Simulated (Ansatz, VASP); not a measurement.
# Na2S: VASP beside Ansatz

```
CELL_PARAMETERS angstrom
0.00000 3.27350 3.27350
3.27350 0.00000 3.27350
3.27350 3.27350 0.00000
ATOMIC_POSITIONS crystal
Na 0.25000 0.25000 0.25000
Na 0.75000 0.75000 0.75000
S 0.00000 0.00000 0.00000
```

Alike in both runs: task single point; functional PBE; k mesh 2 × 2 × 2; no spin polarisation.

```csv
,VASP,Ansatz
version,VASP 6.6.1,Ansatz 0.2.0
potentials or method,"VASP PAW PBE potentials, release 64 (Na_pv, S)","plane waves, PAW"
plane-wave cutoff (eV),500,420
occupations,"gaussian, width 0.01 eV",fixed
valence electrons in the cell,20,24
```

|  | VASP | Ansatz | Ansatz less VASP |
| --- | --- | --- | --- |
| gap on the k mesh at the Fermi level (eV) | 2.39 | 2.39 | +0.002 |

VASP's potentials hold 20 valence electrons a cell and Ansatz's 24, so a difference there can come from the potentials and not from the codes.

The k mesh is coarse, so the values compare programs but aren't converged.
